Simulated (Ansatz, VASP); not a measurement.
**MgS in VASP and in Ansatz**

```
Mg S
1.0
     0.00000    2.60165    2.65368
     2.60165    0.00000    2.65368
     2.60165    2.60165    0.00000
Mg S
1 1
Direct
  0.00000 0.00000 0.00000
  0.50000 0.50000 0.50000
```

Change from the starting cell: zz strain of +2 %, crystal datasets.

Alike in both runs: task electric field gradients; functional LDA; k mesh 8 × 8 × 8; occupations fermi-dirac, width 0.01 eV; no spin polarisation.

|  | VASP | Ansatz |
| --- | --- | --- |
| version | VASP 6.6.1 | Ansatz 0.2.0 |
| potentials or method | VASP PAW LDA potentials, release 64 (Mg, S), cutoff 520 eV | all-electron PAW with datasets made for the crystal, scalar-relativistic |

```csv
,VASP,Ansatz,Ansatz less VASP
gap on the k mesh at the Fermi level (eV),2.43,2.43,+0.005
pressure (GPa),-5.1,-4.5,+0.57
"traceless stress, the component that is largest in VASP (GPa)",-1.07,-1.08,-0.005
size of Vzz on the site where it differs most (V/Å²),1.2,1.0,-0.29
```

LDA's correlation is that of Perdew and Zunger in VASP and of Perdew and Wang (1992) in Ansatz. Ansatz ran all-electron here, and VASP with PAW potentials.
